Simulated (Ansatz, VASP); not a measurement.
## One calculation of SiGe2, two programs

INCAR

```
SYSTEM = SiGe2
PREC = Accurate ; ENCUT = 600
EDIFF = 1E-6 ; ISMEAR = 0
SIGMA = 0.1 ; LREAL = .False.
LASPH = .True. ; NELM = 80
ALGO = Normal ; ISIF = 3
LWAVE = .False. ; LCHARG = .False.
GGA = PE ; IBRION = 2
NSW = 100 ; EDIFFG = -0.01
```

The input KPOINTS:

```
regular mesh
0
Gamma
  12 12 4
  0 0 0
```

Contents of POSCAR:

```
SiGe2
1.0
    2.9895010317      0.0000000000      0.0000000000
   -1.4947505159      2.5889838381      0.0000000000
    0.0000000000      0.0000000000     13.9469499238
Si Ge
2 4
Direct
    0.6666666667      0.3333333333      0.3375323113
    0.6666666667      0.3333333333      0.6624676887
    0.3333333333      0.6666666667      0.8210094864
    0.3333333333      0.6666666667      0.1789905136
    0.3333333333      0.6666666667      0.5000000000
    0.6666666667      0.3333333333      0.0000000000
```

Input for Ansatz:

```yaml
crystal:
  lattice:
    - [2.9895010317, 0.0, 0.0]
    - [-1.4947505159, 2.5889838381, 0.0]
    - [0.0, 0.0, 13.9469499238]
  atoms:
    - { symbol: Si, position: [0.6666666667, 0.3333333333, 0.3375323113] }
    - { symbol: Si, position: [0.6666666667, 0.3333333333, 0.6624676887] }
    - { symbol: Ge, position: [0.3333333333, 0.6666666667, 0.8210094864] }
    - { symbol: Ge, position: [0.3333333333, 0.6666666667, 0.1789905136] }
    - { symbol: Ge, position: [0.3333333333, 0.6666666667, 0.5] }
    - { symbol: Ge, position: [0.6666666667, 0.3333333333, 0.0] }
basis:
  ecutwfc: 420
kpoints:
  mp_grid: { grid: [12, 12, 4] }
hamiltonian:
  xc: pbe
scf:
  occupations: { method: gaussian, width: 0.1 }
output:
  forces: true
  stress: true
  eigenvalues: true
  write_density: true
  write_potential: true
  elf: true
  volumetric_format: npy
relax:
  adjacent_minimum: "off"
  f_tol: 0.01
  max_steps: 80
  cell: { stress_tol: 0.05 }
```

Alike in both runs: task relaxation of cell and atoms; functional PBE; k mesh 12 × 12 × 4; occupations gaussian, width 0.1 eV; no spin polarisation.

```csv
,VASP,Ansatz
version,VASP 6.6.1,Ansatz 0.2.0
potentials or method,"VASP PAW PBE potentials, release 64 (Si, Ge_d), cutoff 600 eV","scalar-relativistic, plane waves, PAW"
valence electrons in the cell,64,64
```

```tsv
	VASP	Ansatz	Ansatz less VASP
gap on the k mesh at the Fermi level, each at its own relaxed structure (eV)	none	none	-
relaxed volume (Å³/atom)	17.90	17.90	-0.001
relaxed cell length with the largest relative difference (Å)	14.138	14.129	-0.0088
```

A gap of «none» marks a metal or a gap that the smearing closes.
